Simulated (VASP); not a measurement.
# CaF in VASP: further runs

The runs below take CaF through single point, relaxation of cell and atoms, with PBE.

All numbers are computed with VASP 6.6.1; they aren't measurements. Logs are shortened: lines on timing, memory, paths and dates and some standing lists are left out, and cuts for length are marked.

## (1) The cell of the first run

Symmetry: P2_13, No. 198, cubic system. Conventional cell: a = 5.625 Å, b = 5.625 Å, c = 5.625 Å, α = 90.00°, β = 90.00°, γ = 90.00°. Ca (site symmetry 3) has 4 F at 2.43 to 2.44 Å within 3.2 Å. Within 3.2 Å of F (site symmetry 3) lie 4 Ca at 2.43 to 2.44 Å.

## (2) Single point, PBE

INCAR

```
SYSTEM = CaF
ALGO = Normal ; EDIFF = 1E-6
ENCUT = 520 ; GGA = PE
ISIF = 2 ; ISMEAR = 0
LASPH = .True. ; LCHARG = .False.
LREAL = .False. ; LWAVE = .False.
NBANDS = 44 ; NELM = 100
PREC = Accurate ; SIGMA = 0.1
```

KPOINTS

```
k-points
0
Gamma
  4 4 4
  0 0 0
```

POSCAR

```
CaF
1.0
    5.6254589831      0.0000000000      0.0000000000
    0.0000000000      5.6254589831      0.0000000000
    0.0000000000      0.0000000000      5.6254589831
Ca F
4 4
Direct
    0.2502937678      0.2502937678      0.2502937678
    0.2497062322      0.7497062322      0.7502937678
    0.7502937678      0.2497062322      0.7497062322
    0.7497062322      0.7502937678      0.2497062322
    1.0006664006      1.0006664006      1.0006664006
    0.4993335994     -0.0006664006      0.5006664006
    0.5006664006      0.4993335994     -0.0006664006
   -0.0006664006      0.5006664006      0.4993335994
```

Potentials or basis: VASP PAW PBE potentials, release 64 (Ca_sv, F).

Command:

```
$ cat potpaw_PBE.64/Ca_sv/POTCAR potpaw_PBE.64/F/POTCAR > POTCAR
$ mpirun -np 1 vasp_std > vasp.out
```

OUTCAR:

```text
SYSTEM = CaF
   EDIFF = 1E-6
   ENCUT = 520
   GGA = PE
   ISIF = 2
   ISMEAR = 0
   LASPH = .True.
   LREAL = .False.
   NELM = 100
   PREC = Accurate

 ion  position               nearest neighbor table
   1  0.250  0.250  0.250-   5 2.43   6 2.44   7 2.44   8 2.44
   2  0.250  0.750  0.750-   6 2.43   5 2.44   7 2.44   8 2.44
   3  0.750  0.250  0.750-   7 2.43   6 2.44   5 2.44   8 2.44
   4  0.750  0.750  0.250-   8 2.43   6 2.44   7 2.44   5 2.44
   5  0.001  0.001  0.001-   1 2.43   2 2.44   3 2.44   4 2.44
   6  0.499  0.999  0.501-   2 2.43   1 2.44   3 2.44   4 2.44
   7  0.501  0.499  0.999-   3 2.43   2 2.44   1 2.44   4 2.44
   8  0.999  0.501  0.499-   4 2.43   2 2.44   3 2.44   1 2.44

  LATTYP: Found a simple cubic cell.
 ALAT       =     5.6254589831

  Lattice vectors:

 A1 = (   5.6254589831,   0.0000000000,   0.0000000000)
 A2 = (   0.0000000000,   5.6254589831,   0.0000000000)
 A3 = (   0.0000000000,   0.0000000000,   5.6254589831)

Analysis of symmetry for initial positions (statically):
=====================================================================
 Subroutine PRICEL returns:
 Original cell was already a primitive cell.

 Routine SETGRP: Setting up the symmetry group for a
 simple cubic supercell.

 Subroutine GETGRP returns: Found 12 space group operations
 (whereof  3 operations were pure point group operations)
 out of a pool of 48 trial point group operations.

The static configuration has the point symmetry C_3 .
 The point group associated with its full space group is T   .

Analysis of symmetry for dynamics (positions and initial velocities):
=====================================================================
 Subroutine PRICEL returns:
 Original cell was already a primitive cell.

 Routine SETGRP: Setting up the symmetry group for a
 simple cubic supercell.

 Subroutine GETGRP returns: Found 12 space group operations
 (whereof  3 operations were pure point group operations)
 out of a pool of 48 trial point group operations.

The dynamic configuration has the point symmetry C_3 .
 The point group associated with its full space group is T   .

 Subroutine INISYM returns: Found 12 space group operations
 (whereof  3 operations are pure point group operations),
 and found     1 'primitive' translations

----------------------------------------------------------------------------------------

                                     Primitive cell

  volume of cell :     178.0221

  direct lattice vectors                    reciprocal lattice vectors
[... 92 lines left out ...]
   ISYM   =      2    0-nonsym 1-usesym 2-fastsym
   POTIM  = 0.5000    time-step for ionic-motion
   TEBEG  =    0.0;   TEEND  =   0.0 temperature during run
   PSTRESS=    0.0 pullay stress
   NELECT =      68.0000    total number of electrons
   NUPDOWN=      -1.0000    fix difference up-down
   EMIN   =  10.00;   EMAX   =-10.00  energy-range for DOS
   EFERMI =   0.00;   METHOD = LEGACY
   ISMEAR =     0;   SIGMA  =   0.10  broadening in eV -4-tet -1-fermi 0-gaus
   EFERMI_NEDOS =   21; number of points for ismear=-14 and -15
   IALGO  =     38    algorithm
   IMIX   =      4    mixing-type and parameters
     AMIX     =   0.40;   BMIX     =  1.00
     AMIX_MAG =   1.60;   BMIX_MAG =  1.00
  volume/ion in A,a.u.               =      22.25       150.17
  Fermi-wavevector in a.u.,A,eV,Ry     =   1.187827  2.244667 19.196907  1.410933
  Thomas-Fermi vector in A             =   2.323970
   LORBIT       =      0    0 simple, 1 ext, 2 COOP (PROOUT), +10 PAW based schemes
   GGA     = PE    functional components
   LHFCALC =     F    Hartree Fock is set to
   AEXX    =    0.0000 exact exchange contribution
   IVDW    =     0    specifies the selected vdW correction
   LEPSILON=     F    determine dielectric tensor
   LRPA    =     F    only Hartree local field effects (RPA)
 non-spin polarized calculation
 Gauss-broadening in eV      SIGMA  =   0.10
  energy-cutoff  :      520.00
  volume of cell :      178.02
 maximum number of plane-waves:      4828
 NGX is ok and might be reduce to    42
   NGX = 21   NGY = 21   NGZ = 21

 number of electron      67.9999929 magnetization

 Free energy of the ion-electron system (eV)
  ---------------------------------------------------
  ext. energy  EPLUGINS =         0.00000000
  ---------------------------------------------------
  free energy    TOTEN  =       -35.65043385 eV

  energy without entropy =      -35.57201201  energy(sigma->0) =      -35.61122293

 E-fermi :   3.4891     XC(G=0):  -8.4533

 val. band max:        3.4787630426   @ k =   0.2500   0.0000   0.0000
 cond. band min:       3.5176123719   @ k =   0.2500   0.2500   0.0000
 fundamental gap:      0.0388493292
 Fermi energy:         3.4891093835

 k-point     1 :       0.0000    0.0000    0.0000
  band No.  band energies     occupation
      1     -39.0665      2.00000
      2     -39.0460      2.00000
      3     -39.0460      2.00000
      4     -39.0460      2.00000
      5     -22.3536      2.00000
      6     -22.3536      2.00000
[... 506 lines left out ...]
     43       5.8609      0.00000
     44       5.8619      0.00000

------------------------ aborting loop because EDIFF is reached ----------------------------------------

  FORCE on cell =-STRESS in cart. coord.  units (eV):
  Direction    XX          YY          ZZ          XY          YZ          ZX
  --------------------------------------------------------------------------------------
  -------------------------------------------------------------------------------------
  Total       -0.2626498     -0.2626498     -0.2626498     -0.0000000      0.0000000      0.0000000
  in kB       -2.3638165     -2.3638165     -2.3638165     -0.0000000      0.0000000      0.0000000
  external PRESSURE =      -2.3638165 kB  Pullay stress =       0.0000000 kB

 VOLUME and BASIS-vectors are now :
 -----------------------------------------------------------------------------
  energy-cutoff  :      520.00
  volume of cell :      178.02
      direct lattice vectors                 reciprocal lattice vectors
     5.625458983  0.000000000  0.000000000     0.177763273  0.000000000  0.000000000
     0.000000000  5.625458983  0.000000000     0.000000000  0.177763273  0.000000000
     0.000000000  0.000000000  5.625458983     0.000000000  0.000000000  0.177763273

 POSITION                                       TOTAL-FORCE (eV/Angst)
 -----------------------------------------------------------------------------------
      1.40802      1.40802      1.40802        -0.002213     -0.002213     -0.002213
      1.40471      4.21744      4.22075         0.002213      0.002213     -0.002213
      4.22075      1.40471      4.21744        -0.002213      0.002213      0.002213
      4.21744      4.22075      1.40471         0.002213     -0.002213      0.002213
      0.00375      0.00375      0.00375        -0.003041     -0.003041     -0.003041
      2.80898      5.62171      2.81648         0.003041      0.003041     -0.003041
      2.81648      2.80898      5.62171        -0.003041      0.003041      0.003041
      5.62171      2.81648      2.80898         0.003041     -0.003041      0.003041
 -----------------------------------------------------------------------------------
    total drift:                                0.000000      0.000000      0.000000

  FREE ENERGIE OF THE ION-ELECTRON SYSTEM (eV)
  ---------------------------------------------------
  free  energy   TOTEN  =       -35.6504338493 eV

  energy  without entropy=      -35.5720120057  energy(sigma->0) =      -35.61122293
```

stdout:

```text
POSCAR found type information on POSCAR CaF
 POSCAR found :  2 types and       8 ions
 scaLAPACK will be used
 LDA part: xc-table for (Slater+PW92), standard interpolation
 POSCAR, INCAR and KPOINTS ok, starting setup
 FFT: planning ... GRIDC
 FFT: planning ... GRID_SOFT
 FFT: planning ... GRID
 WAVECAR not read
 entering main loop
```

Run time: 2.8 min. Hardware: 1 thread of Intel Xeon 8259CL, shared host; peak memory 0.28 GiB.

What came out:

| Item | Value |
| --- | --- |
| Free energy | -35.6504 eV |
| Pressure | -0.2 GPa |
| Largest force | 0.005 eV/Å |
| Band gap on the k mesh | zero (bands 34 and 35 overlap by 0.40 eV) |

Forces on the atoms (eV/Å):
```
Ca  -0.002 -0.002 -0.002
Ca   0.002  0.002 -0.002
Ca  -0.002  0.002  0.002
Ca   0.002 -0.002  0.002
F   -0.003 -0.003 -0.003
F    0.003  0.003 -0.003
F   -0.003  0.003  0.003
F    0.003 -0.003  0.003
```

Levels at points of the mesh, in eV from the Fermi level:
| k point | band 30 | band 31 | band 32 | band 33 | band 34 | band 35 | band 36 | band 37 | band 38 | band 39 |
| --- | --- | --- | --- | --- | --- | --- | --- | --- | --- | --- |
| (0.00, 0.00, 0.00) | -7.10 | -7.09 | -7.09 | -2.52 | 0.09 | 0.09 | 0.09 | 0.73 | 0.73 | 0.73 |
| (0.50, 0.00, 0.00) | -7.18 | -7.10 | -7.10 | -0.96 | -0.96 | 0.12 | 0.12 | 0.91 | 0.91 | 1.38 |
| (0.50, 0.50, 0.00) | -7.17 | -7.17 | -7.17 | -0.21 | -0.21 | -0.20 | -0.20 | 1.80 | 1.80 | 1.80 |
| (0.50, 0.50, 0.50) | -7.18 | -7.18 | -7.18 | 0.20 | 0.20 | 0.20 | 0.20 | 1.89 | 1.89 | 1.89 |

(Part 1 of 2 ends here.)
